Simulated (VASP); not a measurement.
Here is a VASP 6.6.1 calculation.

Contents of INCAR:

```
SYSTEM = AlNi3
ALGO     = Normal         ! electronic algorithm
EDIFF    = 1E-6           ! SCF threshold, eV
ENCUT    = 520            ! plane-wave cutoff, eV
GGA      = PE             ! functional
ISIF     = 2              ! what is computed and relaxed
ISMEAR   = 0              ! smearing method
ISPIN    = 2              ! spin polarisation
LASPH    = .True.         ! aspherical terms in the spheres
LCHARG   = .False.        ! write CHGCAR
LMAXMIX  = 4              ! l up to which the mixer works
LORBIT   = 11             ! projections on sites
LREAL    = .False.        ! projectors in reciprocal space
LWAVE    = .False.        ! write WAVECAR
MAGMOM   = 0 0.3 0.3 0.3  ! initial moments
NBANDS   = 28             ! bands
NELM     = 150            ! most SCF steps
PREC     = Accurate       ! precision mode
SIGMA    = 0.15           ! smearing width, eV
```

The input KPOINTS:

```
k-points
0
Gamma
  14 14 14
  0 0 0
```

File POSCAR:

```
AlNi3
1.0
    3.5666788918      0.0000000000      0.0000000000
    0.0000000000      3.5666788918      0.0000000000
    0.0000000000      0.0000000000      3.2813445805
Al Ni
1 3
Direct
    0.0000000000      0.0000000000      0.0000000000
    0.0000000000      0.5000000000      0.5000000000
    0.5000000000      0.0000000000      0.5000000000
    0.5000000000      0.5000000000      0.0000000000
```

Potentials or basis: VASP PAW PBE potentials, release 64 (Al, Ni).

The run is started by

```bash
$ cat potpaw_PBE.64/Al/POTCAR potpaw_PBE.64/Ni/POTCAR > POTCAR
$ mpirun -np 1 vasp_std > vasp.out
```

Problem. Estimate the site moments.

Solution. Al -0.00; Ni +0.06 μB.

Problem. What does it give for the pressure?

Solution. 18.4 GPa.

Problem. Predict the net moment.

Solution. 0.15 μB per cell.

Stress tensor (GPa, compression positive):
```
16.58  0.00  0.00
 0.00 16.58  0.00
 0.00  0.00 22.14
```

Caveat: the cell differs from its parent crystal (strain +0.000 along x and y, -0.080 along z); the stress differs along the axes, from 17 to 22 GPa.
